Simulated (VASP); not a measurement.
Here is a VASP 6.6.1 calculation.

File POSCAR:

```
LiH
1.0
    0.0000000000      2.1451220117      2.1451220117
    2.0406545697      0.0000000000      2.1451220117
    2.0406545697      2.1451220117      0.0000000000
Li H
1 1
Direct
    0.0000000000      0.0000000000      0.0000000000
    0.2500000000      0.2500000000      0.2500000000
```

File INCAR.step1:

```
SYSTEM = LiH
PREC = Accurate
ENCUT = 520
ISMEAR = 0
SIGMA = 0.01
LREAL = .FALSE.
LASPH = .TRUE.
NELM = 100
NBANDS = 9
GGA = PE
ALGO = Normal
EDIFF = 1E-4
LWAVE = .TRUE.
LCHARG = .FALSE.
```

File INCAR.step2:

```
SYSTEM = LiH
PREC = Accurate
ENCUT = 520
EDIFF = 1E-7
ISMEAR = 0
SIGMA = 0.01
LREAL = .FALSE.
LASPH = .TRUE.
NELM = 100
ALGO = Normal
ISIF = 2
LWAVE = .FALSE.
LCHARG = .FALSE.
METAGGA = R2SCAN
LMIXTAU = .TRUE.
NBANDS = 9
ISTART = 1
```

Contents of KPOINTS:

```
Automatic mesh
0
G
  10 10 10
  0 0 0
```

Potentials or basis: VASP PAW PBE potentials, release 64 (Li_sv, H).

Run with:

```bash
$ cat potpaw_PBE.64/Li_sv/POTCAR potpaw_PBE.64/H/POTCAR > POTCAR
$ cp INCAR.step1 INCAR
$ mpirun -np 1 vasp_std > vasp.out
$ cp INCAR.step2 INCAR
$ mpirun -np 1 vasp_std > vasp.out
```

**Question.** Predict the band gap on the k mesh.

**Answer.** 4.77 eV, indirect (least direct gap 5.96 eV).

Caveat: the cell differs from its parent crystal (uniaxial x strain -4.9%). A k mesh can miss the band edges.
